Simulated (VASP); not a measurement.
# TaAs (Fm-3m) in VASP: a series of runs

TaAs is run at these levels: PBE; tasks: single point, relaxation of cell and atoms.

Program: VASP 6.6.1. These are calculated values, not measurements. Logs are shortened: lines on timing, memory, paths and dates and some standing lists are left out, and cuts for length are marked.

### Step 1. The cell of the first run

It takes space group Fm-3m (No. 225, cubic). The conventional cell has a = 4.991 Å, b = 4.991 Å, c = 4.991 Å, α = 90.00°, β = 90.00°, γ = 90.00°. Within 3.3 Å of Ta (site symmetry m-3m) lie 6 As at 2.50 Å. As (site symmetry m-3m) has 6 Ta at 2.50 Å within 3.3 Å.

### Step 2. Single point, PBE

Contents of INCAR:

```
ALGO = Normal
EDIFF = 1E-6
ENCUT = 500
GGA = PE
GGA_COMPAT = False
ISIF = 2
ISMEAR = 0
LASPH = True
LCHARG = False
LREAL = False
LWAVE = False
NBANDS = 15
NELM = 120
PREC = Accurate
SIGMA = 0.1
```

Contents of KPOINTS:

```
k-points
0
Gamma
  6 6 6
```

Contents of POSCAR:

```
TaAs
1.0
    0.0000000000      2.4955672288      2.4955672288
    2.4955672288      0.0000000000      2.4955672288
    2.4955672288      2.4955672288      0.0000000000
Ta As
1 1
Direct
    0.5000000000      0.5000000000      0.5000000000
    0.0000000000      0.0000000000      0.0000000000
```

Potentials or basis: VASP PAW PBE potentials, release 64 (Ta_pv, As).

Started as:

```bash
$ cat potpaw_PBE.64/Ta_pv/POTCAR potpaw_PBE.64/As/POTCAR > POTCAR
$ mpirun -np 1 vasp_std > vasp.out
```

OUTCAR:

```text
EDIFF = 1E-6
   ENCUT = 500
   GGA = PE
   ISIF = 2
   ISMEAR = 0
   LASPH = True
   LREAL = False
   NELM = 120
   PREC = Accurate

 ion  position               nearest neighbor table
   1  0.500  0.500  0.500-   2 2.50   2 2.50   2 2.50   2 2.50   2 2.50   2 2.50
   2  0.000  0.000  0.000-   1 2.50   1 2.50   1 2.50   1 2.50   1 2.50   1 2.50

  LATTYP: Found a face centered cubic cell.
 ALAT       =     4.9911344576

  Lattice vectors:

 A1 = (   0.0000000000,   2.4955672288,   2.4955672288)
 A2 = (   2.4955672288,   0.0000000000,   2.4955672288)
 A3 = (   2.4955672288,   2.4955672288,   0.0000000000)

Analysis of symmetry for initial positions (statically):
=====================================================================
 Subroutine PRICEL returns:
 Original cell was already a primitive cell.

 Routine SETGRP: Setting up the symmetry group for a
 face centered cubic supercell.

 Subroutine GETGRP returns: Found 48 space group operations
 (whereof 48 operations were pure point group operations)
 out of a pool of 48 trial point group operations.

The static configuration has the point symmetry O_h .

Analysis of symmetry for dynamics (positions and initial velocities):
=====================================================================
 Subroutine PRICEL returns:
 Original cell was already a primitive cell.

 Routine SETGRP: Setting up the symmetry group for a
 face centered cubic supercell.

 Subroutine GETGRP returns: Found 48 space group operations
 (whereof 48 operations were pure point group operations)
 out of a pool of 48 trial point group operations.

The dynamic configuration has the point symmetry O_h .

 Subroutine INISYM returns: Found 48 space group operations
 (whereof 48 operations are pure point group operations),
 and found     1 'primitive' translations

----------------------------------------------------------------------------------------

                                     Primitive cell

  volume of cell :      31.0841

  direct lattice vectors                    reciprocal lattice vectors
     0.000000000  2.495567229  2.495567229    -0.200355252  0.200355252  0.200355252
     2.495567229  0.000000000  2.495567229     0.200355252 -0.200355252  0.200355252
     2.495567229  2.495567229  0.000000000     0.200355252  0.200355252 -0.200355252

  length of vectors
     3.529265021  3.529265021  3.529265021     0.347025475  0.347025475  0.347025475

  position of ions in fractional coordinates (direct lattice)
     0.500000000  0.500000000  0.500000000
     0.000000000  0.000000000  0.000000000

  ion indices of the primitive-cell ions
   primitive index   ion index
                 1           1
                 2           2

----------------------------------------------------------------------------------------

 KPOINTS: k-points

Automatic generation of k-mesh.
 Grid dimensions read from file:
 generate k-points for:    6    6    6

 Generating k-lattice:

  Cartesian coordinates                     Fractional coordinates (reciprocal lattice)
    -0.033392542  0.033392542  0.033392542     0.166666667  0.000000000  0.000000000
     0.033392542 -0.033392542  0.033392542     0.000000000  0.166666667  0.000000000
     0.033392542  0.033392542 -0.033392542     0.000000000  0.000000000  0.166666667

  Length of vectors
     0.057837579  0.057837579  0.057837579

  Shift w.r.t. Gamma in fractional coordinates (k-lattice)
     0.000000000  0.000000000  0.000000000

 Subroutine IBZKPT returns following result:
 ===========================================

 Found     16 irreducible k-points:

 Following reciprocal coordinates:
            Coordinates               Weight
  0.000000  0.000000  0.000000      1.000000
  0.166667  0.000000  0.000000      8.000000
  0.333333  0.000000  0.000000      8.000000
  0.500000  0.000000  0.000000      4.000000
  0.166667  0.166667  0.000000      6.000000
  0.333333  0.166667  0.000000     24.000000
[... 8 lines left out ...]
 -0.333333  0.333333  0.166667     24.000000
 -0.333333  0.500000  0.166667     12.000000
   k-points           NKPTS =     16   k-points in BZ     NKDIM =     16   number of bands    NBANDS=     15
   number of dos      NEDOS =    301   number of ions     NIONS =      2
   total plane-waves  NPLWV =  21952
   dimension x,y,z NGX =    28 NGY =   28 NGZ =   28
   dimension x,y,z NGXF=    56 NGYF=   56 NGZF=   56
   ions per type =               1   1
   NGX,Y,Z   is equivalent  to a cutoff of  13.19, 13.19, 13.19 a.u.
   NGXF,Y,Z  is equivalent  to a cutoff of  26.38, 26.38, 26.38 a.u.
 SYSTEM =  unknown system
   PREC   = accura    normal or accurate (medium, high low for compatibility)
   ISTART =      0    job   : 0-new  1-cont  2-samecut
   ICHARG =      2    charge: 1-file 2-atom 10-const
   ISPIN  =      1    spin polarized calculation?
   LNONCOLLINEAR =      F non collinear calculations
   LSORBIT =      F    spin-orbit coupling
   LASPH  =      T    aspherical Exc in radial PAW
   ENCUT  =  500.0 eV  36.75 Ry    6.06 a.u.   6.43  6.43  6.43*2*pi/ulx,y,z
   NELM   =    120;   NELMIN=  2; NELMDL= -5     # of ELM steps
   EDIFF  = 0.1E-05   stopping-criterion for ELM
   LREAL  =      F    real-space projection
   EDIFFG = 0.1E-04   stopping-criterion for IOM
   NSW    =      0    number of steps for IOM
   IBRION =     -1    ionic relax: 0-MD 1-quasi-New 2-CG
   NFREE  =      0    steps in history (QN), initial steepest desc. (CG)
   ISIF   =      2    stress and relaxation
   ISYM   =      2    0-nonsym 1-usesym 2-fastsym
   POTIM  = 0.5000    time-step for ionic-motion
   TEBEG  =    0.0;   TEEND  =   0.0 temperature during run
   PSTRESS=    0.0 pullay stress
   NELECT =      16.0000    total number of electrons
   NUPDOWN=      -1.0000    fix difference up-down
   EMIN   =  10.00;   EMAX   =-10.00  energy-range for DOS
   EFERMI =   0.00;   METHOD = LEGACY
   ISMEAR =     0;   SIGMA  =   0.10  broadening in eV -4-tet -1-fermi 0-gaus
   EFERMI_NEDOS =   21; number of points for ismear=-14 and -15
   IALGO  =     38    algorithm
   IMIX   =      4    mixing-type and parameters
     AMIX     =   0.40;   BMIX     =  1.00
     AMIX_MAG =   1.60;   BMIX_MAG =  1.00
  volume/ion in A,a.u.               =      15.54       104.88
  Fermi-wavevector in a.u.,A,eV,Ry     =   1.312005  2.479330 23.420492  1.721358
  Thomas-Fermi vector in A             =   2.442427
   LORBIT       =      0    0 simple, 1 ext, 2 COOP (PROOUT), +10 PAW based schemes
   GGA     = PE    functional components
   LHFCALC =     F    Hartree Fock is set to
   AEXX    =    0.0000 exact exchange contribution
   IVDW    =     0    specifies the selected vdW correction
   LEPSILON=     F    determine dielectric tensor
   LRPA    =     F    only Hartree local field effects (RPA)
 non-spin polarized calculation
 Gauss-broadening in eV      SIGMA  =   0.10
  energy-cutoff  :      500.00
  volume of cell :       31.08
 maximum number of plane-waves:       805
 NGX is ok and might be reduce to    28
   NGX = 13   NGY = 13   NGZ = 13

 number of electron      16.0000000 magnetization

 Free energy of the ion-electron system (eV)
  ---------------------------------------------------
  ext. energy  EPLUGINS =         0.00000000
  ---------------------------------------------------
  free energy    TOTEN  =       -15.80907828 eV

  energy without entropy =      -15.79088712  energy(sigma->0) =      -15.79998270

 E-fermi :   8.9218     XC(G=0): -12.4470

 val. band max:        8.8994273039   @ k =   0.3333   0.0000   0.0000
 cond. band min:       8.9235614211   @ k =  -0.3333   0.3333   0.1667
 fundamental gap:      0.0241341172
 Fermi energy:         8.9218391252

 k-point     1 :       0.0000    0.0000    0.0000
  band No.  band energies     occupation
      1     -26.4475      2.00000
      2     -26.4475      2.00000
      3     -26.4475      2.00000
      4      -6.4796      2.00000
      5       6.8491      2.00000
      6       6.8491      2.00000
      7       6.8491      2.00000
      8       7.8511      2.00000
      9       7.8511      2.00000
     10       8.6894      1.99899
     11       8.6894      1.99899
     12       8.6894      1.99899
     13      14.5134      0.00000
     14      16.1096      0.00000
     15      22.0353      0.00000

 k-point     2 :       0.1667    0.0000    0.0000
  band No.  band energies     occupation
      1     -26.5140      2.00000
      2     -26.4519      2.00000
      3     -26.4519      2.00000
      4      -5.9043      2.00000
      5       4.8685      2.00000
      6       5.5809      2.00000
      7       5.5809      2.00000
      8       7.5446      2.00000
      9       7.5446      2.00000
     10       8.7967      1.92333
     11      11.5478      0.00000
     12      11.5478      0.00000
     13      16.4302      0.00000
     14      17.3154      0.00000
     15      21.1251      0.00000

 k-point     3 :       0.3333    0.0000    0.0000
  band No.  band energies     occupation
      1     -26.6436      2.00000
      2     -26.4606      2.00000
      3     -26.4606      2.00000
      4      -4.3851      2.00000
      5       1.8519      2.00000
      6       4.0393      2.00000
      7       4.0393      2.00000
      8       8.8994      1.24872
      9       8.8994      1.24872
     10       9.3727      0.00000
     11      14.5383      0.00000
     12      15.0427      0.00000
     13      15.0427      0.00000
     14      18.4716      0.00000
     15      18.4716      0.00000
[... 199 lines left out ...]
 k-point    15 :      -0.3333    0.3333    0.1667
  band No.  band energies     occupation
      1     -26.6405      2.00000
      2     -26.5684      2.00000
      3     -26.5067      2.00000
      4      -3.4996      2.00000
      5       1.7227      2.00000
      6       3.2831      2.00000
      7       3.9504      2.00000
      8       8.9236      0.98057
      9       9.3855      0.00000
     10      10.5895      0.00000
     11      12.3360      0.00000
     12      13.1118      0.00000
     13      16.5585      0.00000
     14      19.5041      0.00000
     15      20.0188      0.00000

 k-point    16 :      -0.3333    0.5000    0.1667
  band No.  band energies     occupation
      1     -26.6353      2.00000
      2     -26.5695      2.00000
      3     -26.5366      2.00000
      4      -3.8110      2.00000
      5       3.0083      2.00000
      6       3.5678      2.00000
      7       3.7670      2.00000
      8       8.2475      2.00000
      9       9.9927      0.00000
     10      10.4501      0.00000
     11      10.9809      0.00000
     12      12.3022      0.00000
     13      16.7499      0.00000
     14      19.7624      0.00000
     15      20.1933      0.00000

------------------------ aborting loop because EDIFF is reached ----------------------------------------

  FORCE on cell =-STRESS in cart. coord.  units (eV):
  Direction    XX          YY          ZZ          XY          YZ          ZX
  --------------------------------------------------------------------------------------
  -------------------------------------------------------------------------------------
  Total        7.2681915      7.2681915      7.2681915      0.0000000      0.0000000     -0.0000000
  in kB      374.6270445    374.6270445    374.6270445      0.0000000      0.0000000     -0.0000000
  external PRESSURE =     374.6270445 kB  Pullay stress =       0.0000000 kB

 VOLUME and BASIS-vectors are now :
 -----------------------------------------------------------------------------
  energy-cutoff  :      500.00
  volume of cell :       31.08
      direct lattice vectors                 reciprocal lattice vectors
     0.000000000  2.495567229  2.495567229    -0.200355252  0.200355252  0.200355252
     2.495567229  0.000000000  2.495567229     0.200355252 -0.200355252  0.200355252
     2.495567229  2.495567229  0.000000000     0.200355252  0.200355252 -0.200355252

 POSITION                                       TOTAL-FORCE (eV/Angst)
 -----------------------------------------------------------------------------------
      2.49557      2.49557      2.49557         0.000000     -0.000000     -0.000000
      0.00000      0.00000      0.00000        -0.000000      0.000000      0.000000
 -----------------------------------------------------------------------------------
    total drift:                                0.000000      0.000000      0.000000

  FREE ENERGIE OF THE ION-ELECTRON SYSTEM (eV)
  ---------------------------------------------------
  free  energy   TOTEN  =       -15.8090782799 eV

  energy  without entropy=      -15.7908871235  energy(sigma->0) =      -15.79998270
```

It took 12 s on 1 thread of AMD EPYC 7R43 (Zen 3), shared host; peak memory 0.12 GiB.

What came out:

```yaml
Free_energy: -15.8091 eV
Pressure: 37.5 GPa
Band_gap_on_the_k_mesh: zero (bands 8 and 9 overlap by 2.40 eV)
```

Caveat: the k points lie up to 0.36 Å⁻¹ apart, too coarse for converged energies and pressures of a metal; spin-orbit coupling is left out, which moves the levels of the heavy elements.

### Step 3. Single point, PBE

This run uses another cell than the first one, of 18.26 Å³/atom.

Contents of INCAR:

```
SYSTEM = TaAs
ALGO = Normal
EDIFF = 1E-6
ENCUT = 500
GGA = PE
GGA_COMPAT = .FALSE.
ISIF = 2
ISMEAR = 0
LASPH = .TRUE.
LCHARG = .TRUE.
LELF = .TRUE.
LREAL = .FALSE.
LVHAR = .TRUE.
LWAVE = .FALSE.
NBANDS = 15
NELM = 120
PREC = Accurate
SIGMA = 0.1
```

Contents of KPOINTS:

```
k-points
0
G
  8 8 8
  0 0 0
```

Contents of POSCAR:

```
TaAs
1.0
    0.0000000000      2.6333304055      2.6333304055
    2.6333304055      0.0000000000      2.6333304055
    2.6333304055      2.6333304055      0.0000000000
Ta As
1 1
Direct
    0.5000000000      0.5000000000      0.5000000000
    0.0000000000      0.0000000000      0.0000000000
```

Potentials or basis: VASP PAW PBE potentials, release 64 (Ta_pv, As).

Started as:

```bash
$ cat potpaw_PBE.64/Ta_pv/POTCAR potpaw_PBE.64/As/POTCAR > POTCAR
$ mpirun -np 1 vasp_std > vasp.out
```

Run time: 21 s. Hardware: 1 thread of AMD EPYC 7R43 (Zen 3), shared host; peak memory 0.13 GiB.

Results (log left out):

| Quantity | Value |
| --- | --- |
| Free energy | -16.4233 eV |
| Pressure | 0.5 GPa |
| Band gap on the k mesh | zero (bands 8 and 9 overlap by 2.06 eV) |

Levels at points of the mesh, in eV from the Fermi level:
```tsv
k point	band 4	band 5	band 6	band 7	band 8	band 9	band 10	band 11	band 12	band 13
(0.00, 0.00, 0.00)	-14.31	-1.68	-1.68	-1.68	-0.97	-0.97	-0.54	-0.54	-0.54	3.62
(0.50, 0.00, 0.00)	-11.74	-7.92	-4.75	-4.75	0.75	0.75	1.22	2.71	6.21	6.21
(0.50, 0.50, 0.00)	-12.42	-5.58	-3.61	-2.56	-2.56	0.13	0.91	1.54	1.54	3.99
```

Caveat: spin-orbit coupling is left out, which moves the levels of the heavy elements.

### Step 4. Relaxation of cell and atoms, PBE

Contents of INCAR:

```
SYSTEM = TaAs
PREC = Accurate
ENCUT = 500
EDIFF = 1E-7
ISMEAR = 0
SIGMA = 0.1
LREAL = .FALSE.
LASPH = .TRUE.
NELM = 120
ALGO = Normal
ISIF = 3
LWAVE = .FALSE.
LCHARG = .FALSE.
GGA = PE
IBRION = 2
NSW = 80
EDIFFG = -0.05
GGA_COMPAT = .FALSE.
NELMIN = 4
```

Contents of KPOINTS:

```
Automatic mesh
0
G
  8 8 8
  0 0 0
```

Contents of POSCAR:

```
TaAs
1.0
    0.0000000000      2.4955672288      2.4955672288
    2.4955672288      0.0000000000      2.4955672288
    2.4955672288      2.4955672288      0.0000000000
Ta As
1 1
Direct
    0.5000000000      0.5000000000      0.5000000000
    0.0000000000      0.0000000000      0.0000000000
```

Started as:

```bash
$ cat potpaw_PBE.64/Ta_pv/POTCAR potpaw_PBE.64/As/POTCAR > POTCAR
$ mpirun -np 1 vasp_std > vasp.out
```

Run time: 85 s. Hardware: 1 thread of AMD EPYC 7R43 (Zen 3), shared host; peak memory 0.13 GiB.

Results (log left out):

```
Free energy                           : -16.4220 eV
Relaxed volume                        : 18.32 Å³/atom
Relaxed cell                          : a = 3.728 Å, b = 3.728 Å, c = 3.728 Å, α = 60.00°, β = 60.00°, γ = 60.00°
Space group after relaxing (to 0.1 Å) : Fm-3m (No. 225)
Energy gained by relaxing             : 274.3 meV/atom
Ionic steps                           : 5
Pressure after relaxing               : 0.0 GPa
```

Step by step:
```
step  energy change (eV)  largest force (eV/Å)  pressure (GPa)  volume (Å³)
   1              0.0000                0.0000           36.72        31.08
   2              0.7794                0.0000          -23.63        50.02
   3             -0.5444                0.0000           -2.32        37.21
   4             -0.5485                0.0000           -0.49        36.75
   5             -0.5486                0.0000            0.01        36.63
```

Final structure:
```cif
data_structure
_symmetry_space_group_name_H-M 'P 1'
_symmetry_Int_Tables_number 1
_cell_length_a 3.7278
_cell_length_b 3.7278
_cell_length_c 3.7278
_cell_angle_alpha 60.000
_cell_angle_beta 60.000
_cell_angle_gamma 60.000
_cell_volume 36.63
loop_
_atom_site_label
_atom_site_type_symbol
_atom_site_fract_x
_atom_site_fract_y
_atom_site_fract_z
_atom_site_occupancy
Ta1 Ta 0.50000 0.50000 0.50000 1
As1 As 0.00000 0.00000 0.00000 1
```

Levels at points of the mesh, in eV from the Fermi level:
| k point | band 4 | band 5 | band 6 | band 7 | band 8 | band 9 | band 10 | band 11 | band 12 |
| --- | --- | --- | --- | --- | --- | --- | --- | --- | --- |
| (0.00, 0.00, 0.00) | -14.29 | -1.67 | -1.67 | -1.67 | -0.96 | -0.96 | -0.54 | -0.54 | -0.54 |
| (0.50, 0.00, 0.00) | -11.73 | -7.90 | -4.74 | -4.74 | 0.75 | 0.75 | 1.21 | 2.70 | 6.20 |
| (0.50, 0.50, 0.00) | -12.41 | -5.57 | -3.59 | -2.56 | -2.56 | 0.13 | 0.89 | 1.54 | 1.54 |

Caveat: the volume moved by over 15 % at a fixed basis, so the end points are rough; the highest band is partly filled, so the run has too few bands; spin-orbit coupling is left out, which moves the levels of the heavy elements.

### Step 5. Summary

| task | cell | k mesh | gap on the mesh (eV) | pressure (GPa) |
| --- | --- | --- | --- | --- |
| single point | a = 3.529 Å, angles 60.0°, 2 atoms | 6 × 6 × 6 | none | 37.5 |
| single point | a = 3.724 Å, angles 60.0°, 2 atoms | 8 × 8 × 8 | none | 0.5 |
| relaxation of cell and atoms | relaxed from a = 3.529 Å, angles 60.0°, 2 atoms | 8 × 8 × 8 | - | 0.0 |

Alike in all rows: level PBE; potentials or basis VASP PAW PBE potentials, release 64 (Ta_pv, As); no spin polarisation; cutoff (eV) 500; smearing gaussian 0.1 eV.

Caveats: some runs use coarse meshes; spin-orbit coupling is left out, which moves the levels of the heavy elements; the volume moved by over 15 % at a fixed basis, so the end points are rough (at least some runs); the highest band is partly filled, so the run has too few bands (at least some runs).

Total energies depend on the potentials used, so only differences within one code and one set of settings carry meaning.
